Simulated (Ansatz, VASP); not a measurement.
# One calculation of W, two programs

The input POSCAR:

```
W
1.0
    0.0000000000      2.0909000000      1.9995500000
    2.0909000000      0.0000000000      1.9995500000
    2.0909000000      2.0909000000      0.0000000000
W
1
Direct
    0.0000000000      0.0000000000      0.0000000000
```

INCAR.step1

```
SYSTEM = W
  PREC = Accurate
  ENCUT = 520
  ISMEAR = 0
  SIGMA = 0.15
  LREAL = .FALSE.
  LASPH = .TRUE.
  NELM = 80
  NBANDS = 13
  GGA = PE
  ALGO = Normal
  EDIFF = 1E-4
  LWAVE = .TRUE.
  LCHARG = .FALSE.
```

INCAR.step2

```
SYSTEM = W
  PREC = Accurate
  ENCUT = 520
  EDIFF = 1E-6
  ISMEAR = 0
  SIGMA = 0.15
  LREAL = .FALSE.
  LASPH = .TRUE.
  NELM = 80
  ALGO = Normal
  ISIF = 2
  LWAVE = .FALSE.
  LCHARG = .FALSE.
  METAGGA = R2SCAN
  LMIXTAU = .TRUE.
  NBANDS = 13
  ISTART = 1
```

KPOINTS

```
Automatic mesh
0
G
  20 20 20
  0 0 0
```

Input for Ansatz:

```yaml
crystal:
  lattice:
    - [0.0, 2.0909, 1.99955]
    - [2.0909, 0.0, 1.99955]
    - [2.0909, 2.0909, 0.0]
  atoms:
    - { symbol: W, position: [0.0, 0.0, 0.0] }
basis:
  ecutwfc: 500
kpoints:
  mp_grid: { grid: [20, 20, 20] }
hamiltonian:
  xc: r2scan
scf:
  occupations: { method: gaussian, width: 0.15 }
output:
  forces: true
  stress: true
  eigenvalues: true
```

Change from the starting cell: strain +0.030 along x and y, -0.015 along z, atoms carried along.

Alike in both runs: task single point; functional r2SCAN; k mesh 20 × 20 × 20; occupations gaussian, width 0.15 eV; no spin polarisation.

|  | VASP | Ansatz |
| --- | --- | --- |
| version | VASP 6.6.1 | Ansatz 0.2.0 |
| potentials or method | VASP PAW PBE potentials, release 64 (W_sv), cutoff 520 eV | scalar-relativistic, plane waves, PAW |
| valence electrons in the cell | 14 | 14 |

Ansatz gave:

```
gap on the k mesh at the Fermi level (eV)                     : none
pressure (GPa)                                                : -19.5
traceless stress, the component that is largest in VASP (GPa) : -10.76
```

**Question.** Estimate VASP's values.

**Answer.** gap on the k mesh at the Fermi level (eV): none; pressure (GPa): -18.8; traceless stress, the component that is largest in VASP (GPa): -10.79.

VASP's potentials were made for PBE, not for r2SCAN. A gap of «none» marks a metal or a gap that the smearing closes. The functional is the same, so the differences come from potentials, cutoffs and numerics.

Neither program's run includes spin-orbit coupling.
